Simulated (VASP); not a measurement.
Co:

```
Co
1.0
     2.47067    0.00000    0.00000
    -1.23534    2.13966    0.00000
     0.00000    0.00000    4.03602
Co
2
Direct
  0.33333 0.66667 0.74014
  0.66667 0.33333 0.25986
```

Base run:

- Program: VASP 6.6.1
- Functional: PBEsol
- Potentials or basis: VASP PAW PBE potentials, release 64 (Co)
- Cutoff: 520 eV
- k mesh: 12 × 12 × 7
- Occupations: fermi-dirac, width 0.05 eV
- Spin: collinear spin, ferromagnetic start
- Starting moments: [2.0, 2.0] μB

Its results: pressure -6.0 GPa; net moment 3.21 μB per cell; site moments Co +1.61 μB; largest force 0.498 eV/Å.

Problem. The run is repeated on the same cell with these changes: functional from PBEsol to r2SCAN. What comes out?

Solution. Pressure 1.0 GPa; net moment 3.56 μB per cell; site moments Co +1.84 μB; largest force 0.255 eV/Å.

Caveats: the PAW data sets were made with another functional, which shifts forces and pressure a little.
